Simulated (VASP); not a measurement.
# PbO2 (Plattnerite) (P4_2/mnm) in VASP: notebook, part 2 of 2

VASP 6.6.1. The steps go on from the part before.

### 3 Relaxation of cell and atoms, LDA

Contents of INCAR:

```
SYSTEM = PbO2
PREC = Accurate
ENCUT = 600
EDIFF = 1E-7
ISMEAR = -1
SIGMA = 0.02
LREAL = .False.
LASPH = .True.
NELM = 60
ALGO = Normal
ISIF = 3
LWAVE = .False.
LCHARG = .False.
GGA = CA
IBRION = 2
NSW = 80
EDIFFG = -0.005
```

Contents of KPOINTS:

```
regular mesh
0
Gamma
  4 4 6
  0 0 0
```

Contents of POSCAR:

```
PbO2
1.0
    5.0819121904      0.0000000000      0.0000000000
    0.0000000000      5.0819121904      0.0000000000
    0.0000000000      0.0000000000      3.4416552915
Pb O
2 4
Direct
    0.0000000000      0.0000000000      0.0000000000
    0.5000000000      0.5000000000      0.5000000000
    0.3079834371      0.3079834371      0.0000000000
    0.1920165629      0.8079834371      0.5000000000
    0.6920165629      0.6920165629      0.0000000000
    0.8079834371      0.1920165629      0.5000000000
```

Potentials or basis: VASP PAW LDA potentials, release 64 (Pb_d, O).

Run with:

```sh
cat potpaw_LDA.64/Pb_d/POTCAR potpaw_LDA.64/O/POTCAR > POTCAR
mpirun -np 1 vasp_std > vasp.out
```

OUTCAR:

```text
SYSTEM = PbO2
   PREC = Accurate
   ENCUT = 600
   EDIFF = 1E-7
   ISMEAR = -1
   LREAL = .False.
   LASPH = .True.
   NELM = 60
   ISIF = 3
   GGA = CA
   IBRION = 2
   NSW = 80
   EDIFFG = -0.005

 ion  position               nearest neighbor table
   1  0.000  0.000  0.000-   4 2.21   6 2.21   4 2.21   6 2.21   5 2.21   3 2.21   2 3.98   2 3.98
                             2 3.98   2 3.98   2 3.98   2 3.98   2 3.98   2 3.98
   2  0.500  0.500  0.500-   3 2.21   5 2.21   3 2.21   5 2.21   4 2.21   6 2.21   1 3.98   1 3.98
                             1 3.98   1 3.98   1 3.98   1 3.98   1 3.98   1 3.98
   3  0.308  0.308  0.000-   2 2.21   2 2.21   1 2.21
   4  0.192  0.808  0.500-   1 2.21   1 2.21   2 2.21
   5  0.692  0.692  0.000-   2 2.21   2 2.21   1 2.21
   6  0.808  0.192  0.500-   1 2.21   1 2.21   2 2.21

  LATTYP: Found a simple tetragonal cell.
 ALAT       =     5.0819121904
 C/A-ratio  =     0.6772362769

  Lattice vectors:

 A1 = (   5.0819121904,   0.0000000000,   0.0000000000)
 A2 = (   0.0000000000,   5.0819121904,   0.0000000000)
 A3 = (   0.0000000000,   0.0000000000,   3.4416552915)

Analysis of symmetry for initial positions (statically):
=====================================================================
 Subroutine PRICEL returns:
 Original cell was already a primitive cell.

 Routine SETGRP: Setting up the symmetry group for a
 simple tetragonal supercell.

 Subroutine GETGRP returns: Found 16 space group operations
 (whereof  8 operations were pure point group operations)
 out of a pool of 16 trial point group operations.

The static configuration has the point symmetry D_2h.
 The point group associated with its full space group is D_4h.

Analysis of symmetry for dynamics (positions and initial velocities):
=====================================================================
 Subroutine PRICEL returns:
 Original cell was already a primitive cell.

 Routine SETGRP: Setting up the symmetry group for a
 simple tetragonal supercell.

 Subroutine GETGRP returns: Found 16 space group operations
 (whereof  8 operations were pure point group operations)
 out of a pool of 16 trial point group operations.

The dynamic configuration has the point symmetry D_2h.
 The point group associated with its full space group is D_4h.

 Subroutine INISYM returns: Found 16 space group operations
 (whereof  8 operations are pure point group operations),
 and found     1 'primitive' translations

----------------------------------------------------------------------------------------

                                     Primitive cell

  volume of cell :      88.8836

  direct lattice vectors                    reciprocal lattice vectors
     5.081912190  0.000000000  0.000000000     0.196776324  0.000000000  0.000000000
     0.000000000  5.081912190  0.000000000     0.000000000  0.196776324  0.000000000
     0.000000000  0.000000000  3.441655292     0.000000000  0.000000000  0.290557861

  length of vectors
     5.081912190  5.081912190  3.441655292     0.196776324  0.196776324  0.290557861

  position of ions in fractional coordinates (direct lattice)
     0.000000000  0.000000000  0.000000000
     0.500000000  0.500000000  0.500000000
     0.307983437  0.307983437  0.000000000
     0.192016563  0.807983437  0.500000000
     0.692016563  0.692016563  0.000000000
     0.807983437  0.192016563  0.500000000

  ion indices of the primitive-cell ions
[... 38 lines left out ...]
  0.500000  0.000000  0.000000      2.000000
  0.250000  0.250000  0.000000      4.000000
  0.500000  0.250000  0.000000      4.000000
  0.500000  0.500000  0.000000      1.000000
[... 16 lines left out ...]
  0.500000  0.250000  0.500000      4.000000
  0.500000  0.500000  0.500000      1.000000
   k-points           NKPTS =     24   k-points in BZ     NKDIM =     24   number of bands    NBANDS=     31
   number of dos      NEDOS =    301   number of ions     NIONS =      6
   total plane-waves  NPLWV =  49392
   dimension x,y,z NGX =    42 NGY =   42 NGZ =   28
   dimension x,y,z NGXF=    84 NGYF=   84 NGZF=   56
   ions per type =               2   4
   NGX,Y,Z   is equivalent  to a cutoff of  13.74, 13.74, 13.53 a.u.
   NGXF,Y,Z  is equivalent  to a cutoff of  27.48, 27.48, 27.05 a.u.
 SYSTEM =  PbO2
   PREC   = accura    normal or accurate (medium, high low for compatibility)
   ISTART =      0    job   : 0-new  1-cont  2-samecut
   ICHARG =      2    charge: 1-file 2-atom 10-const
   ISPIN  =      1    spin polarized calculation?
   LNONCOLLINEAR =      F non collinear calculations
   LSORBIT =      F    spin-orbit coupling
   LASPH  =      T    aspherical Exc in radial PAW
   ENCUT  =  600.0 eV  44.10 Ry    6.64 a.u.  10.15 10.15  6.87*2*pi/ulx,y,z
   NELM   =     60;   NELMIN=  2; NELMDL= -5     # of ELM steps
   EDIFF  = 0.1E-06   stopping-criterion for ELM
   LREAL  =      F    real-space projection
   EDIFFG = -.5E-02   stopping-criterion for IOM
   NSW    =     80    number of steps for IOM
   IBRION =      2    ionic relax: 0-MD 1-quasi-New 2-CG
   NFREE  =      1    steps in history (QN), initial steepest desc. (CG)
   ISIF   =      3    stress and relaxation
   ISYM   =      2    0-nonsym 1-usesym 2-fastsym
   POTIM  = 0.5000    time-step for ionic-motion
   TEBEG  =    0.0;   TEEND  =   0.0 temperature during run
   PSTRESS=    0.0 pullay stress
   NELECT =      52.0000    total number of electrons
   NUPDOWN=      -1.0000    fix difference up-down
   EMIN   =  10.00;   EMAX   =-10.00  energy-range for DOS
   EFERMI =   0.00;   METHOD = LEGACY
   ISMEAR =    -1;   SIGMA  =   0.02  broadening in eV -4-tet -1-fermi 0-gaus
   EFERMI_NEDOS =   21; number of points for ismear=-14 and -15
   IALGO  =     38    algorithm
   IMIX   =      4    mixing-type and parameters
     AMIX     =   0.40;   BMIX     =  1.00
     AMIX_MAG =   1.60;   BMIX_MAG =  1.00
  volume/ion in A,a.u.               =      14.81        99.97
  Fermi-wavevector in a.u.,A,eV,Ry     =   1.369206  2.587424 25.507174  1.874724
  Thomas-Fermi vector in A             =   2.495102
   LORBIT       =      0    0 simple, 1 ext, 2 COOP (PROOUT), +10 PAW based schemes
   GGA     = CA    functional components
   LHFCALC =     F    Hartree Fock is set to
   AEXX    =    0.0000 exact exchange contribution
   IVDW    =     0    specifies the selected vdW correction
   LEPSILON=     F    determine dielectric tensor
   LRPA    =     F    only Hartree local field effects (RPA)
 conjugate gradient relaxation of ions
 non-spin polarized calculation
  energy-cutoff  :      600.00
  volume of cell :       88.88
 maximum number of plane-waves:      2998
 NGX is ok and might be reduce to    42
   NGX = 21   NGY = 21   NGZ = 13

--------------------------------------- Ionic step        1  -------------------------------------------

 number of electron      51.9999978 magnetization

 Free energy of the ion-electron system (eV)
  ---------------------------------------------------
  ext. energy  EPLUGINS =         0.00000000
  ---------------------------------------------------
  free energy    TOTEN  =       -36.50233868 eV

  energy without entropy =      -36.50223334  energy(sigma->0) =      -36.50228601

------------------------ aborting loop because EDIFF is reached ----------------------------------------

  FORCE on cell =-STRESS in cart. coord.  units (eV):
  Direction    XX          YY          ZZ          XY          YZ          ZX
  --------------------------------------------------------------------------------------
  -------------------------------------------------------------------------------------
  Total       -4.6507032     -4.6507032     -5.4892389     -0.0000000      0.0000000      0.0000000
  in kB      -83.8315548    -83.8315548    -98.9466348     -0.0000000      0.0000000      0.0000000
  external PRESSURE =     -88.8699148 kB  Pullay stress =       0.0000000 kB
[... 101 lines left out ...]
  FREE ENERGIE OF THE ION-ELECTRON SYSTEM (eV)
  ---------------------------------------------------
  free  energy   TOTEN  =       -36.6712229876 eV

  energy  without entropy=      -36.6711530822  energy(sigma->0) =      -36.67118803

[... ionic steps 4 to 7 ...]

--------------------------------------- Ionic step        8  -------------------------------------------

 number of electron      51.9999998 magnetization

------------------------ aborting loop because EDIFF is reached ----------------------------------------
[... 75 lines left out ...]
--------------------------------------- Ionic step       10  -------------------------------------------

 number of electron      52.0000000 magnetization

 Free energy of the ion-electron system (eV)
  ---------------------------------------------------
  ext. energy  EPLUGINS =         0.00000000
  ---------------------------------------------------
  free energy    TOTEN  =       -36.68110618 eV

  energy without entropy =      -36.68103626  energy(sigma->0) =      -36.68107122

 E-fermi :   4.2111     XC(G=0): -11.3004

 val. band max:        4.1054278782   @ k =   0.0000   0.0000   0.1667
 cond. band min:       4.2966663380   @ k =   0.0000   0.0000   0.0000
 fundamental gap:      0.1912384598
 Fermi energy:         4.2110967569

 k-point     1 :       0.0000    0.0000    0.0000
  band No.  band energies     occupation
      1     -14.0136      2.00000
      2     -13.8935      2.00000
      3     -12.0525      2.00000
      4     -12.0525      2.00000
      5     -11.3300      2.00000
      6     -11.0949      2.00000
[... 838 lines left out ...]
  FREE ENERGIE OF THE ION-ELECTRON SYSTEM (eV)
  ---------------------------------------------------
  free  energy   TOTEN  =       -36.6811061849 eV

  energy  without entropy=      -36.6810362598  energy(sigma->0) =      -36.68107122

 reached required accuracy - stopping structural energy minimisation
```

It took 7.5 min on 1 thread of Intel Xeon 6975P-C, shared host; peak memory 0.23 GiB.

Results:

```
Free energy                            : -36.6811 eV
Relaxed volume                         : 13.79 Å³/atom
Relaxed cell                           : a = 4.937 Å, b = 4.937 Å, c = 3.395 Å, α = 90.00°, β = 90.00°, γ = 90.00°
Space group after relaxing (to 0.05 Å) : P4_2/mnm (No. 136)
Energy gained by relaxing              : 29.8 meV/atom
Ionic steps                            : 10
Pressure after relaxing                : 0.0 GPa
Largest force after relaxing           : 0.004 eV/Å
Band gap on the k mesh                 : 0.19 eV, indirect (least direct gap 0.70 eV)
```

Forces on the atoms (eV/Å):
```
Pb   0.000  0.000  0.000
Pb   0.000  0.000  0.000
O   -0.003 -0.003  0.000
O    0.003 -0.003  0.000
O    0.003  0.003  0.000
O   -0.003  0.003  0.000
```

Step by step:
```csv
step,energy change (eV),largest force (eV/Å),pressure (GPa),volume (Å³)
1,0.0000,0.0936,-8.89,88.88
2,-0.0277,0.4068,10.19,78.73
3,-0.1689,0.1360,-0.22,83.30
4,-0.1689,0.1417,-0.02,83.19
5,-0.1763,0.0344,0.09,82.89
6,-0.1780,0.0467,0.21,82.67
7,-0.1785,0.0272,-0.24,82.88
8,-0.1785,0.0276,-0.24,82.87
9,-0.1788,0.0107,0.04,82.72
10,-0.1788,0.0043,0.00,82.74
```

Final structure:
```
Pb O
1.0
     4.93652    0.00000    0.00000
     0.00000    4.93652    0.00000
     0.00000    0.00000    3.39544
Pb O
2 4
Direct
  0.00000 0.00000 0.00000
  0.50000 0.50000 0.50000
  0.30735 0.30735 0.00000
  0.19265 0.80735 0.50000
  0.69265 0.69265 0.00000
  0.80735 0.19265 0.50000
```

Levels at points of the mesh, in eV from the valence-band top:
```tsv
k point	band 22	band 23	band 24	band 25	band 26	band 27	band 28	band 29	band 30	band 31
(0.00, 0.00, 0.00)	-0.53	-0.53	-0.53	-0.51	-0.51	0.19	4.43	5.83	5.83	9.56
(0.50, 0.00, 0.00)	-1.28	-0.56	-0.56	-0.29	-0.29	2.67	2.67	6.44	6.44	9.95
(0.50, 0.50, 0.00)	-1.58	-0.57	-0.57	-0.38	-0.38	3.07	3.07	6.80	6.80	10.25
(0.00, 0.00, 0.50)	-1.98	-1.09	-1.09	-0.71	-0.71	3.99	3.99	8.95	8.95	9.63
(0.50, 0.00, 0.50)	-1.01	-0.72	-0.72	-0.07	-0.07	4.32	4.32	7.44	7.44	9.97
(0.50, 0.50, 0.50)	-1.75	-0.60	-0.60	-0.44	-0.44	3.03	3.03	8.29	8.29	9.94
```

Caveat: spin-orbit coupling is left out, which moves the levels of the heavy elements. Zero-point motion and thermal expansion aren't in these numbers.
